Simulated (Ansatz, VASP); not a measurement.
# One calculation of TiAl3, two programs

```
Ti Al
1.0
    -1.91111    1.91111    4.28067
     1.91111   -1.91111    4.28067
     1.91111    1.91111   -4.28067
Ti Al
1 3
Direct
  0.00000 0.00000 0.00000
  0.25000 0.75000 0.50000
  0.75000 0.25000 0.50000
  0.50000 0.50000 0.00000
```

Alike in both runs: task single point; functional PBE; k mesh 10 × 10 × 10; occupations fermi-dirac, width 0.05 eV; no spin polarisation.

|  | VASP | Ansatz |
| --- | --- | --- |
| version | VASP 6.6.1 | Ansatz 0.2.0 |
| potentials or method | VASP PAW PBE potentials, release 64 (Ti_sv, Al), cutoff 520 eV | all-electron LAPW, scalar-relativistic |

|  | VASP | Ansatz | Ansatz less VASP |
| --- | --- | --- | --- |
| gap on the k mesh at the Fermi level (eV) | none | none | - |
| pressure (GPa) | 2.0 | 2.1 | +0.05 |
| traceless stress, the component that is largest in VASP (GPa) | -0.10 | -0.08 | +0.016 |

A gap of «none» marks a metal or a gap that the smearing closes. Ansatz ran all-electron here, and VASP with PAW potentials.
